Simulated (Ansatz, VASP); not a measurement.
HfO2 in VASP and in Ansatz

File INCAR:

```
PREC     = Accurate       # precision mode
ENCUT    = 520            # plane-wave cutoff, eV
EDIFF    = 1E-7           # SCF threshold, eV
ISMEAR   = -1             # smearing method
SIGMA    = 0.02           # smearing width, eV
LREAL    = F              # projectors in reciprocal space
LASPH    = T              # aspherical terms in the spheres
NELM     = 60             # most SCF steps
ALGO     = Normal         # electronic algorithm
ISIF     = 2              # what is computed and relaxed
LWAVE    = F              # write WAVECAR
LCHARG   = F              # write CHGCAR
GGA      = PE             # functional
NBANDS   = 18             # bands
```

File KPOINTS:

```
Automatic mesh
0
Gamma
  6 6 6
```

The input POSCAR:

```
HfO2
1.0
    0.0000000000      2.5350000000      2.5350000000
    2.5350000000      0.0000000000      2.5350000000
    2.5350000000      2.5350000000      0.0000000000
Hf O
1 2
Direct
    0.0000000000      0.0000000000      0.0000000000
    0.2500000000      0.2500000000      0.2500000000
    0.7500000000      0.7500000000      0.7500000000
```

Input for Ansatz:

```yaml
crystal:
  lattice:
    - [0, 2.535, 2.535]
    - [2.535, 0, 2.535]
    - [2.535, 2.535, 0]
  atoms:
    - { symbol: Hf, position: [0, 0, 0] }
    - { symbol: O, position: [0.25, 0.25, 0.25] }
    - { symbol: O, position: [0.75, 0.75, 0.75] }
kpoints:
  mp_grid: { grid: [6, 6, 6] }
hamiltonian:
  xc: pbe
  pseudopotentials:
    kind: all_electron
    relativity: scalar
    datasets: crystal
    dataset_attempts: all
    nuclear_model: point
scf:
  occupations: { method: fermi_dirac, width: 0.02 }
  convergence: { dr2_threshold: "1e-9 eV" }
  max_iter: 300
output:
  forces: true
  stress: true
  eigenvalues: true
```

Alike in both runs: task single point; functional PBE; k mesh 6 × 6 × 6; occupations fermi-dirac, width 0.02 eV; no spin polarisation.

|  | VASP | Ansatz |
| --- | --- | --- |
| version | VASP 6.6.1 | Ansatz 0.2.0 development build |
| potentials or method | VASP PAW PBE potentials, release 64 (Hf_pv, O), cutoff 520 eV | plane waves, all-electron PAW datasets generated for the crystal |

VASP gave:

- gap on the k mesh at the Fermi level (eV): 3.80

Which values does Ansatz return?

gap on the k mesh at the Fermi level (eV): 3.78.

Ansatz ran all-electron here, and VASP with PAW potentials.

Spin-orbit coupling is off throughout.
